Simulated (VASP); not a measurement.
# GaN (F-43m) in VASP: a series of runs, part 2 of 2

VASP 6.6.1.

## Step 4: Single point, r2SCAN (strain +0.025 along x and y, +0.025 along z)

File POSCAR:

```
GaN
1.0
    0.0000000000      2.3098381227      2.3098381227
    2.3098381227      0.0000000000      2.3098381227
    2.3098381227      2.3098381227      0.0000000000
Ga N
1 1
Direct
    0.0000000000      0.0000000000      0.0000000000
    0.7500000000      0.7500000000      0.7500000000
```

File INCAR.step1:

```
SYSTEM = GaN
  ALGO = Normal
  EDIFF = 1E-4
  ENCUT = 520
  GGA = PE
  ISMEAR = 0
  LASPH = .TRUE.
  LCHARG = .FALSE.
  LREAL = .FALSE.
  LWAVE = .TRUE.
  NBANDS = 16
  NELM = 80
  PREC = Accurate
  SIGMA = 0.05
```

File INCAR.step2:

```
SYSTEM = GaN
  ALGO = Normal
  EDIFF = 1E-7
  ENCUT = 520
  ISIF = 2
  ISMEAR = 0
  ISTART = 1
  LASPH = .TRUE.
  LCHARG = .FALSE.
  LMIXTAU = .TRUE.
  LREAL = .FALSE.
  LWAVE = .FALSE.
  METAGGA = R2SCAN
  NBANDS = 16
  NELM = 80
  PREC = Accurate
  SIGMA = 0.05
```

File KPOINTS:

```
k-points
0
G
  10 10 10
  0 0 0
```

Potentials or basis: VASP PAW PBE potentials, release 64 (Ga_d, N).

Launch:

```sh
cat potpaw_PBE.64/Ga_d/POTCAR potpaw_PBE.64/N/POTCAR > POTCAR
cp INCAR.step1 INCAR
mpirun -np 1 vasp_std > vasp.out
cp INCAR.step2 INCAR
mpirun -np 1 vasp_std > vasp.out
```

OUTCAR:

```text
SYSTEM = GaN
   EDIFF = 1E-7
   ENCUT = 520
   ISIF = 2
   ISMEAR = 0
   ISTART = 1
   LASPH = .TRUE.
   LREAL = .FALSE.
   METAGGA = R2SCAN
   NELM = 80
   PREC = Accurate

 ion  position               nearest neighbor table
   1  0.000  0.000  0.000-   2 2.00   2 2.00   2 2.00   2 2.00
   2  0.750  0.750  0.750-   1 2.00   1 2.00   1 2.00   1 2.00

  LATTYP: Found a face centered cubic cell.
 ALAT       =     4.6196762454

  Lattice vectors:

 A1 = (   0.0000000000,   2.3098381227,   2.3098381227)
 A2 = (   2.3098381227,   0.0000000000,   2.3098381227)
 A3 = (   2.3098381227,   2.3098381227,   0.0000000000)

Analysis of symmetry for initial positions (statically):
=====================================================================
 Subroutine PRICEL returns:
 Original cell was already a primitive cell.

 Routine SETGRP: Setting up the symmetry group for a
 face centered cubic supercell.

 Subroutine GETGRP returns: Found 24 space group operations
 (whereof 24 operations were pure point group operations)
 out of a pool of 48 trial point group operations.

The static configuration has the point symmetry T_d .

Analysis of symmetry for dynamics (positions and initial velocities):
=====================================================================
 Subroutine PRICEL returns:
 Original cell was already a primitive cell.

 Routine SETGRP: Setting up the symmetry group for a
 face centered cubic supercell.

 Subroutine GETGRP returns: Found 24 space group operations
 (whereof 24 operations were pure point group operations)
 out of a pool of 48 trial point group operations.

The dynamic configuration has the point symmetry T_d .

 Subroutine INISYM returns: Found 24 space group operations
 (whereof 24 operations are pure point group operations),
 and found     1 'primitive' translations

----------------------------------------------------------------------------------------

                                     Primitive cell

[... 104 lines left out ...]
   EFERMI =   0.00;   METHOD = LEGACY
   ISMEAR =     0;   SIGMA  =   0.05  broadening in eV -4-tet -1-fermi 0-gaus
   EFERMI_NEDOS =   21; number of points for ismear=-14 and -15
   IALGO  =     38    algorithm
   IMIX   =      4    mixing-type and parameters
     AMIX     =   0.40;   BMIX     =  1.00
     AMIX_MAG =   1.60;   BMIX_MAG =  1.00
  volume/ion in A,a.u.               =      12.32        83.17
  Fermi-wavevector in a.u.,A,eV,Ry     =   1.474260  2.785948 29.571487  2.173443
  Thomas-Fermi vector in A             =   2.589053
   LORBIT       =      0    0 simple, 1 ext, 2 COOP (PROOUT), +10 PAW based schemes
   METAGGA = R2SCAN    functional components
   LHFCALC =     F    Hartree Fock is set to
   AEXX    =    0.0000 exact exchange contribution
   IVDW    =     0    specifies the selected vdW correction
   LEPSILON=     F    determine dielectric tensor
   LRPA    =     F    only Hartree local field effects (RPA)
 non-spin polarized calculation
 Gauss-broadening in eV      SIGMA  =   0.05
  energy-cutoff  :      520.00
  volume of cell :       24.65
 maximum number of plane-waves:       678
   NGX = 13   NGY = 13   NGZ = 13

 number of electron      17.9999996 magnetization

 Free energy of the ion-electron system (eV)
  ---------------------------------------------------
  ext. energy  EPLUGINS =         0.00000000
  ---------------------------------------------------
  free energy    TOTEN  =       -21.82512448 eV

  energy without entropy =      -21.82512448  energy(sigma->0) =      -21.82512448

 E-fermi :   4.5105     XC(G=0): -12.2050

 val. band max:        4.2441385158   @ k =   0.0000   0.0000   0.0000
 cond. band min:       5.8706578470   @ k =   0.0000   0.0000   0.0000
 fundamental gap:      1.6265193312
 Fermi energy:         4.5104787212

 k-point     1 :       0.0000    0.0000    0.0000
  band No.  band energies     occupation
      1     -11.8779      2.00000
      2      -9.5557      2.00000
      3      -9.5557      2.00000
      4      -9.5556      2.00000
      5      -9.2770      2.00000
      6      -9.2770      2.00000
[... 433 lines left out ...]
      3      -9.3682      2.00000
      4      -9.3642      2.00000
      5      -9.2271      2.00000
      6      -8.3811      2.00000
[... 8 lines left out ...]
     15      26.3523      0.00000
     16      26.7415      0.00000

 [... further k-points ...]
[... 5 lines left out ...]
  --------------------------------------------------------------------------------------
  -------------------------------------------------------------------------------------
  Total       -1.8998159     -1.8998159     -1.8998159      0.0000000      0.0000000      0.0000000
  in kB     -123.4944606   -123.4944606   -123.4944606      0.0000000      0.0000000      0.0000000
  external PRESSURE =    -123.4944606 kB  Pullay stress =       0.0000000 kB

 VOLUME and BASIS-vectors are now :
 -----------------------------------------------------------------------------
  energy-cutoff  :      520.00
  volume of cell :       24.65
      direct lattice vectors                 reciprocal lattice vectors
     0.000000000  2.309838123  2.309838123    -0.216465386  0.216465386  0.216465386
     2.309838123  0.000000000  2.309838123     0.216465386 -0.216465386  0.216465386
     2.309838123  2.309838123  0.000000000     0.216465386  0.216465386 -0.216465386

 POSITION                                       TOTAL-FORCE (eV/Angst)
 -----------------------------------------------------------------------------------
      0.00000      0.00000      0.00000        -0.000000     -0.000000     -0.000000
      3.46476      3.46476      3.46476         0.000000      0.000000      0.000000
 -----------------------------------------------------------------------------------
    total drift:                               -0.000015     -0.000015     -0.000015

  FREE ENERGIE OF THE ION-ELECTRON SYSTEM (eV)
  ---------------------------------------------------
  free  energy   TOTEN  =       -21.8251244788 eV

  energy  without entropy=      -21.8251244788  energy(sigma->0) =      -21.82512448
```

OUTCAR.step1:

```text
SYSTEM = GaN
   EDIFF = 1E-4
   ENCUT = 520
   GGA = PE
   ISMEAR = 0
   LASPH = .TRUE.
   LREAL = .FALSE.
[... 676 lines left out ...]
      0.00000      0.00000      0.00000        -0.000000      0.000000      0.000000
      3.46476      3.46476      3.46476         0.000000     -0.000000     -0.000000
 -----------------------------------------------------------------------------------
    total drift:                               -0.000002     -0.000002     -0.000002

  FREE ENERGIE OF THE ION-ELECTRON SYSTEM (eV)
  ---------------------------------------------------
  free  energy   TOTEN  =       -12.1285819218 eV

  energy  without entropy=      -12.1285819218  energy(sigma->0) =      -12.12858192
```

It took 2.3 min on 1 thread of AMD EPYC 7R13, shared host; peak memory 0.12 GiB.

Results:

```
Free energy            : -21.8251 eV
Pressure               : -12.3 GPa
Band gap on the k mesh : 1.63 eV, direct
```

Levels at points of the mesh, in eV from the valence-band top:
| k point | band 6 | band 7 | band 8 | band 9 | band 10 | band 11 | band 12 | band 13 |
| --- | --- | --- | --- | --- | --- | --- | --- | --- |
| (0.00, 0.00, 0.00) | -13.52 | 0.00 | 0.00 | 0.00 | 1.63 | 10.52 | 10.52 | 10.52 |
| (0.50, 0.00, 0.00) | -12.40 | -6.68 | -0.91 | -0.91 | 4.64 | 9.04 | 10.60 | 10.60 |
| (0.50, 0.50, 0.00) | -12.01 | -5.91 | -2.53 | -2.53 | 3.73 | 6.77 | 12.03 | 14.13 |

Caveat: the cell differs from its parent crystal (strain +0.025 along x and y, +0.025 along z); the PAW data sets were made with another functional, which shifts forces and pressure a little.

## Step 5: The runs side by side

| cell | gap on the mesh (eV) | pressure (GPa) |
| --- | --- | --- |
| a = 3.028 Å, angles 60.0°, 2 atoms | 3.14 | 41.5 |
| a = 3.107 Å, angles 60.0°, 2 atoms | 2.62 | 17.3 |
| a = 3.267 Å, angles 60.0°, 2 atoms | 1.63 | -12.3 |

Alike in all rows: task single point; level r2SCAN; potentials or basis VASP PAW PBE potentials, release 64 (Ga_d, N); no spin polarisation; k mesh 10 × 10 × 10; cutoff (eV) 520; smearing gaussian 0.05 eV.

Caveats: the PAW data sets were made with another functional, which shifts forces and pressure a little.

Absolute energies hang on the potentials; compare differences alone.
